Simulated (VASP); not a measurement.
# CdS (F-43m) in VASP: a series of runs

Runs on CdS. Level: r2SCAN. Tasks: single point.

All numbers are computed with VASP 6.6.1; they aren't measurements. Logs are shortened: lines on timing, memory, paths and dates and some standing lists are left out, and cuts for length are marked.

### Step 1. The cell of the first run

The structure is cubic, space group F-43m (No. 216). The conventional cell has a = 5.633 Å, b = 5.633 Å, c = 5.633 Å, α = 90.00°, β = 90.00°, γ = 90.00°. Within 3.2 Å of Cd (site symmetry -43m) lie 4 S at 2.44 Å. S (site symmetry -43m) has 4 Cd at 2.44 Å within 3.2 Å.

### Step 2. Single point, r2SCAN (22.35 Å³/atom)

POSCAR reads:

```
CdS
1.0
    0.0000000000      2.8166648662      2.8166648662
    2.8166648662      0.0000000000      2.8166648662
    2.8166648662      2.8166648662      0.0000000000
Cd S
1 1
Direct
    0.0000000000      0.0000000000      0.0000000000
    0.2500000000      0.2500000000      0.2500000000
```

INCAR.step1 reads:

```
SYSTEM = CdS
PREC     = Accurate       ! precision mode
ENCUT    = 520            ! plane-wave cutoff, eV
ISMEAR   = 0              ! smearing method
SIGMA    = 0.02           ! smearing width, eV
LREAL    = .FALSE.        ! projectors in reciprocal space
LASPH    = .TRUE.         ! aspherical terms in the spheres
NELM     = 100            ! most SCF steps
NBANDS   = 16             ! bands
GGA      = PE             ! functional
ALGO     = Normal         ! electronic algorithm
EDIFF    = 1E-4           ! SCF threshold, eV
LWAVE    = .TRUE.         ! write WAVECAR
LCHARG   = .FALSE.        ! write CHGCAR
```

INCAR.step2 reads:

```
SYSTEM = CdS
PREC     = Accurate       ! precision mode
ENCUT    = 520            ! plane-wave cutoff, eV
EDIFF    = 1E-6           ! SCF threshold, eV
ISMEAR   = 0              ! smearing method
SIGMA    = 0.02           ! smearing width, eV
LREAL    = .FALSE.        ! projectors in reciprocal space
LASPH    = .TRUE.         ! aspherical terms in the spheres
NELM     = 100            ! most SCF steps
ALGO     = Normal         ! electronic algorithm
ISIF     = 2              ! what is computed and relaxed
LWAVE    = .FALSE.        ! write WAVECAR
LCHARG   = .FALSE.        ! write CHGCAR
METAGGA  = R2SCAN         ! meta-GGA
LMIXTAU  = .TRUE.       
NBANDS   = 16             ! bands
ISTART   = 1
```

KPOINTS reads:

```
Automatic mesh
0
G
  8 8 8
  0 0 0
```

Potentials or basis: VASP PAW PBE potentials, release 64 (Cd, S).

Started as:

```console
$ cat potpaw_PBE.64/Cd/POTCAR potpaw_PBE.64/S/POTCAR > POTCAR
$ cp INCAR.step1 INCAR
$ mpirun -np 1 vasp_std > vasp.out
$ cp INCAR.step2 INCAR
$ mpirun -np 1 vasp_std > vasp.out
```

OUTCAR:

```text
SYSTEM = CdS
   PREC = Accurate
   ENCUT = 520
   EDIFF = 1E-6
   ISMEAR = 0
   LREAL = .FALSE.
   LASPH = .TRUE.
   NELM = 100
   ISIF = 2
   METAGGA = R2SCAN
   ISTART = 1

 ion  position               nearest neighbor table
   1  0.000  0.000  0.000-   2 2.44   2 2.44   2 2.44   2 2.44
   2  0.250  0.250  0.250-   1 2.44   1 2.44   1 2.44   1 2.44

  LATTYP: Found a face centered cubic cell.
 ALAT       =     5.6333297324

  Lattice vectors:

 A1 = (   0.0000000000,   2.8166648662,   2.8166648662)
 A2 = (   2.8166648662,   0.0000000000,   2.8166648662)
 A3 = (   2.8166648662,   2.8166648662,   0.0000000000)

Analysis of symmetry for initial positions (statically):
=====================================================================
 Subroutine PRICEL returns:
 Original cell was already a primitive cell.

 Routine SETGRP: Setting up the symmetry group for a
 face centered cubic supercell.

 Subroutine GETGRP returns: Found 24 space group operations
 (whereof 24 operations were pure point group operations)
 out of a pool of 48 trial point group operations.

The static configuration has the point symmetry T_d .

Analysis of symmetry for dynamics (positions and initial velocities):
=====================================================================
 Subroutine PRICEL returns:
 Original cell was already a primitive cell.

 Routine SETGRP: Setting up the symmetry group for a
 face centered cubic supercell.

 Subroutine GETGRP returns: Found 24 space group operations
 (whereof 24 operations were pure point group operations)
 out of a pool of 48 trial point group operations.

The dynamic configuration has the point symmetry T_d .

 Subroutine INISYM returns: Found 24 space group operations
 (whereof 24 operations are pure point group operations),
 and found     1 'primitive' translations

----------------------------------------------------------------------------------------

                                     Primitive cell

  volume of cell :      44.6926

  direct lattice vectors                    reciprocal lattice vectors
     0.000000000  2.816664866  2.816664866    -0.177514906  0.177514906  0.177514906
     2.816664866  0.000000000  2.816664866     0.177514906 -0.177514906  0.177514906
     2.816664866  2.816664866  0.000000000     0.177514906  0.177514906 -0.177514906

  length of vectors
     3.983365654  3.983365654  3.983365654     0.307464837  0.307464837  0.307464837

  position of ions in fractional coordinates (direct lattice)
     0.000000000  0.000000000  0.000000000
     0.250000000  0.250000000  0.250000000

  ion indices of the primitive-cell ions
   primitive index   ion index
                 1           1
                 2           2

----------------------------------------------------------------------------------------

 KPOINTS: Automatic mesh

Automatic generation of k-mesh.
 Grid dimensions read from file:
 generate k-points for:    8    8    8

 Generating k-lattice:

  Cartesian coordinates                     Fractional coordinates (reciprocal lattice)
    -0.022189363  0.022189363  0.022189363     0.125000000  0.000000000  0.000000000
     0.022189363 -0.022189363  0.022189363     0.000000000  0.125000000  0.000000000
     0.022189363  0.022189363 -0.022189363     0.000000000  0.000000000  0.125000000

  Length of vectors
     0.038433105  0.038433105  0.038433105

  Shift w.r.t. Gamma in fractional coordinates (k-lattice)
     0.000000000  0.000000000  0.000000000

 Subroutine IBZKPT returns following result:
 ===========================================

 Found     29 irreducible k-points:

 Following reciprocal coordinates:
            Coordinates               Weight
  0.000000  0.000000  0.000000      1.000000
  0.125000  0.000000  0.000000      8.000000
  0.250000  0.000000  0.000000      8.000000
  0.375000  0.000000  0.000000      8.000000
  0.500000  0.000000  0.000000      4.000000
  0.125000  0.125000  0.000000      6.000000
[... 16 lines left out ...]
  0.500000  0.250000  0.125000     48.000000
 -0.375000  0.250000  0.125000     24.000000
 [... further k-points ...]
   k-points           NKPTS =     29   k-points in BZ     NKDIM =     29   number of bands    NBANDS=     16
   number of dos      NEDOS =    301   number of ions     NIONS =      2
   total plane-waves  NPLWV =  27000
   dimension x,y,z NGX =    30 NGY =   30 NGZ =   30
   dimension x,y,z NGXF=    60 NGYF=   60 NGZF=   60
   ions per type =               1   1
   NGX,Y,Z   is equivalent  to a cutoff of  12.52, 12.52, 12.52 a.u.
   NGXF,Y,Z  is equivalent  to a cutoff of  25.04, 25.04, 25.04 a.u.
 SYSTEM =  CdS
   PREC   = accura    normal or accurate (medium, high low for compatibility)
   ISTART =      1    job   : 0-new  1-cont  2-samecut
   ICHARG =      0    charge: 1-file 2-atom 10-const
   ISPIN  =      1    spin polarized calculation?
   LNONCOLLINEAR =      F non collinear calculations
   LSORBIT =      F    spin-orbit coupling
   LASPH  =      T    aspherical Exc in radial PAW
   ENCUT  =  520.0 eV  38.22 Ry    6.18 a.u.   7.41  7.41  7.41*2*pi/ulx,y,z
   NELM   =    100;   NELMIN=  2; NELMDL=  0     # of ELM steps
   EDIFF  = 0.1E-05   stopping-criterion for ELM
   LREAL  =      F    real-space projection
   EDIFFG = 0.1E-04   stopping-criterion for IOM
   NSW    =      0    number of steps for IOM
   IBRION =     -1    ionic relax: 0-MD 1-quasi-New 2-CG
   NFREE  =      0    steps in history (QN), initial steepest desc. (CG)
   ISIF   =      2    stress and relaxation
   ISYM   =      2    0-nonsym 1-usesym 2-fastsym
   POTIM  = 0.5000    time-step for ionic-motion
   TEBEG  =    0.0;   TEEND  =   0.0 temperature during run
   PSTRESS=    0.0 pullay stress
   NELECT =      18.0000    total number of electrons
   NUPDOWN=      -1.0000    fix difference up-down
   EMIN   =  10.00;   EMAX   =-10.00  energy-range for DOS
   EFERMI =   0.00;   METHOD = LEGACY
   ISMEAR =     0;   SIGMA  =   0.02  broadening in eV -4-tet -1-fermi 0-gaus
   EFERMI_NEDOS =   21; number of points for ismear=-14 and -15
   IALGO  =     38    algorithm
   IMIX   =      4    mixing-type and parameters
     AMIX     =   0.40;   BMIX     =  1.00
     AMIX_MAG =   1.60;   BMIX_MAG =  1.00
  volume/ion in A,a.u.               =      22.35       150.80
  Fermi-wavevector in a.u.,A,eV,Ry     =   1.208984  2.284648 19.886845  1.461642
  Thomas-Fermi vector in A             =   2.344575
   LORBIT       =      0    0 simple, 1 ext, 2 COOP (PROOUT), +10 PAW based schemes
   METAGGA = R2SCAN    functional components
   LHFCALC =     F    Hartree Fock is set to
   AEXX    =    0.0000 exact exchange contribution
   IVDW    =     0    specifies the selected vdW correction
   LEPSILON=     F    determine dielectric tensor
   LRPA    =     F    only Hartree local field effects (RPA)
 non-spin polarized calculation
 Gauss-broadening in eV      SIGMA  =   0.02
  energy-cutoff  :      520.00
  volume of cell :       44.69
 maximum number of plane-waves:      1243
 NGX is ok and might be reduce to    30
   NGX = 15   NGY = 15   NGZ = 15

 number of electron      17.9999993 magnetization

 Free energy of the ion-electron system (eV)
  ---------------------------------------------------
  ext. energy  EPLUGINS =         0.00000000
  ---------------------------------------------------
  free energy    TOTEN  =       -29.49627778 eV

  energy without entropy =      -29.49627778  energy(sigma->0) =      -29.49627778

 E-fermi :   2.1516     XC(G=0): -10.2662

 val. band max:        2.0277553699   @ k =   0.0000   0.0000   0.0000
 cond. band min:       3.8531519442   @ k =   0.0000   0.0000   0.0000
 fundamental gap:      1.8253965743
 Fermi energy:         2.1516325993

 k-point     1 :       0.0000    0.0000    0.0000
  band No.  band energies     occupation
      1     -11.5829      2.00000
      2      -6.4064      2.00000
      3      -6.4064      2.00000
      4      -6.4064      2.00000
      5      -5.7212      2.00000
      6      -5.7212      2.00000
[... 8 lines left out ...]
     15      14.1815      0.00000
     16      14.6119      0.00000

 k-point     2 :       0.1250    0.0000    0.0000
  band No.  band energies     occupation
      1     -11.5049      2.00000
      2      -6.3757      2.00000
      3      -6.3757      2.00000
      4      -6.3447      2.00000
      5      -5.7228      2.00000
      6      -5.7228      2.00000
[... 8 lines left out ...]
     15      13.5062      0.00000
     16      14.9690      0.00000

 k-point     3 :       0.2500    0.0000    0.0000
  band No.  band energies     occupation
      1     -11.3152      2.00000
      2      -6.3084      2.00000
      3      -6.3084      2.00000
      4      -6.1105      2.00000
      5      -5.7156      2.00000
      6      -5.7156      2.00000
[... 8 lines left out ...]
     15      13.2695      0.00000
     16      14.1019      0.00000

 k-point     4 :       0.3750    0.0000    0.0000
  band No.  band energies     occupation
      1     -11.1253      2.00000
      2      -6.2555      2.00000
      3      -6.2555      2.00000
      4      -5.6879      2.00000
      5      -5.6879      2.00000
      6      -5.6358      2.00000
[... 8 lines left out ...]
     15      14.2890      0.00000
     16      14.2890      0.00000
[... 324 lines left out ...]
 k-point    22 :       0.3750    0.2500    0.1250
  band No.  band energies     occupation
      1     -11.1757      2.00000
      2      -6.2414      2.00000
      3      -6.2007      2.00000
      4      -6.0143      2.00000
      5      -5.7229      2.00000
      6      -5.6460      2.00000
[... 8 lines left out ...]
     15      14.8551      0.00000
     16      16.8276      0.00000

 k-point    23 :       0.5000    0.2500    0.1250
  band No.  band energies     occupation
      1     -11.0266      2.00000
      2      -6.1877      2.00000
      3      -6.1517      2.00000
      4      -5.8325      2.00000
      5      -5.6763      2.00000
      6      -5.3859      2.00000
[... 8 lines left out ...]
     15      15.8208      0.00000
     16      16.2428      0.00000

 k-point    24 :      -0.3750    0.2500    0.1250
  band No.  band energies     occupation
      1     -10.9659      2.00000
      2      -6.1803      2.00000
      3      -6.1272      2.00000
      4      -5.7638      2.00000
      5      -5.6860      2.00000
      6      -5.0807      2.00000
[... 8 lines left out ...]
     15      15.1769      0.00000
     16      16.2463      0.00000

 [... further k-points ...]
[... 5 lines left out ...]
  --------------------------------------------------------------------------------------
  -------------------------------------------------------------------------------------
  Total        3.0125651      3.0125651      3.0125651     -0.0000000     -0.0000000     -0.0000000
  in kB      107.9969526    107.9969526    107.9969526     -0.0000000     -0.0000000     -0.0000000
  external PRESSURE =     107.9969526 kB  Pullay stress =       0.0000000 kB

 VOLUME and BASIS-vectors are now :
 -----------------------------------------------------------------------------
  energy-cutoff  :      520.00
  volume of cell :       44.69
      direct lattice vectors                 reciprocal lattice vectors
     0.000000000  2.816664866  2.816664866    -0.177514906  0.177514906  0.177514906
     2.816664866  0.000000000  2.816664866     0.177514906 -0.177514906  0.177514906
     2.816664866  2.816664866  0.000000000     0.177514906  0.177514906 -0.177514906

 POSITION                                       TOTAL-FORCE (eV/Angst)
 -----------------------------------------------------------------------------------
      0.00000      0.00000      0.00000         0.000000      0.000000      0.000000
      1.40833      1.40833      1.40833        -0.000000     -0.000000     -0.000000
 -----------------------------------------------------------------------------------
    total drift:                               -0.000007     -0.000007     -0.000007

  FREE ENERGIE OF THE ION-ELECTRON SYSTEM (eV)
  ---------------------------------------------------
  free  energy   TOTEN  =       -29.4962777839 eV

  energy  without entropy=      -29.4962777839  energy(sigma->0) =      -29.49627778
```

Run time: 48 s. Hardware: 1 thread of AMD EPYC 9R45 (Zen 5), shared host; peak memory 0.15 GiB.

Results:

```yaml
Free_energy: -29.4963 eV
Pressure: 10.8 GPa
Band_gap_on_the_k_mesh: 1.83 eV
```

Caveat: the cell stands under pressure; the PAW data sets were made with another functional, which shifts forces and pressure a little. r2SCAN opens gaps a little over a GGA but as a rule still falls short of measured ones.

### Step 3. Single point, r2SCAN (23.11 Å³/atom)

This run uses another cell than the first one, of 23.11 Å³/atom.

POSCAR reads:

```
CdS
1.0
    0.0000000000      2.8483154352      2.8483154352
    2.8483154352      0.0000000000      2.8483154352
    2.8483154352      2.8483154352      0.0000000000
Cd S
1 1
Direct
    0.0000000000      0.0000000000      0.0000000000
    0.2500000000      0.2500000000      0.2500000000
```

INCAR.step1 reads:

```
PREC = Accurate
ENCUT = 520
ISMEAR = 0
SIGMA = 0.02
LREAL = F
LASPH = T
NELM = 80
NBANDS = 16
GGA = PE
ALGO = Normal
EDIFF = 1E-4
LWAVE = T
LCHARG = F
```

INCAR.step2 reads:

```
PREC = Accurate
ENCUT = 520
EDIFF = 1E-7
ISMEAR = 0
SIGMA = 0.02
LREAL = F
LASPH = T
NELM = 80
ALGO = Normal
ISIF = 2
LWAVE = F
LCHARG = F
METAGGA = R2SCAN
LMIXTAU = T
NBANDS = 16
ISTART = 1
```

KPOINTS reads:

```
Automatic mesh
0
Gamma
  8 8 8
```

Potentials or basis: VASP PAW PBE potentials, release 64 (Cd, S).

Started as:

```console
$ cat potpaw_PBE.64/Cd/POTCAR potpaw_PBE.64/S/POTCAR > POTCAR
$ cp INCAR.step1 INCAR
$ mpirun -np 1 vasp_std > vasp.out
$ cp INCAR.step2 INCAR
$ mpirun -np 1 vasp_std > vasp.out
```

OUTCAR:

```text
PREC = Accurate
   ENCUT = 520
   EDIFF = 1E-7
   ISMEAR = 0
   LREAL = F
   LASPH = T
   NELM = 80
   ISIF = 2
   METAGGA = R2SCAN
   ISTART = 1

 ion  position               nearest neighbor table
   1  0.000  0.000  0.000-   2 2.47   2 2.47   2 2.47   2 2.47
   2  0.250  0.250  0.250-   1 2.47   1 2.47   1 2.47   1 2.47

  LATTYP: Found a face centered cubic cell.
 ALAT       =     5.6966308704

  Lattice vectors:

[... 192 lines left out ...]
      5      -5.9414      2.00000
      6      -5.9414      2.00000
[... 433 lines left out ...]
      3      -6.3112      2.00000
      4      -5.9780      2.00000
      5      -5.9089      2.00000
      6      -5.3483      2.00000
[... 8 lines left out ...]
     15      14.7678      0.00000
     16      15.7961      0.00000

 [... further k-points ...]
[... 5 lines left out ...]
  --------------------------------------------------------------------------------------
  -------------------------------------------------------------------------------------
  Total        2.1579345      2.1579345      2.1579345      0.0000000      0.0000000     -0.0000000
  in kB       74.8091292     74.8091292     74.8091292      0.0000000      0.0000000     -0.0000000
  external PRESSURE =      74.8091292 kB  Pullay stress =       0.0000000 kB

 VOLUME and BASIS-vectors are now :
 -----------------------------------------------------------------------------
  energy-cutoff  :      520.00
  volume of cell :       46.22
      direct lattice vectors                 reciprocal lattice vectors
     0.000000000  2.848315435  2.848315435    -0.175542355  0.175542355  0.175542355
     2.848315435  0.000000000  2.848315435     0.175542355 -0.175542355  0.175542355
     2.848315435  2.848315435  0.000000000     0.175542355  0.175542355 -0.175542355

 POSITION                                       TOTAL-FORCE (eV/Angst)
 -----------------------------------------------------------------------------------
      0.00000      0.00000      0.00000         0.000000      0.000000      0.000000
      1.42416      1.42416      1.42416        -0.000000     -0.000000     -0.000000
 -----------------------------------------------------------------------------------
    total drift:                               -0.000006     -0.000006     -0.000006

  FREE ENERGIE OF THE ION-ELECTRON SYSTEM (eV)
  ---------------------------------------------------
  free  energy   TOTEN  =       -29.5829792754 eV

  energy  without entropy=      -29.5829792754  energy(sigma->0) =      -29.58297928
```

Wall time 56 s (1 thread of AMD EPYC 9R45 (Zen 5), shared host); peak memory 0.15 GiB.

What came out:

```yaml
Free_energy: -29.5830 eV
Pressure: 7.5 GPa
Band_gap_on_the_k_mesh: 1.75 eV
```

Caveat: the cell stands under pressure; the PAW data sets were made with another functional, which shifts forces and pressure a little. r2SCAN opens gaps a little over a GGA but as a rule still falls short of measured ones.

(Continued in part 2 of 2.)
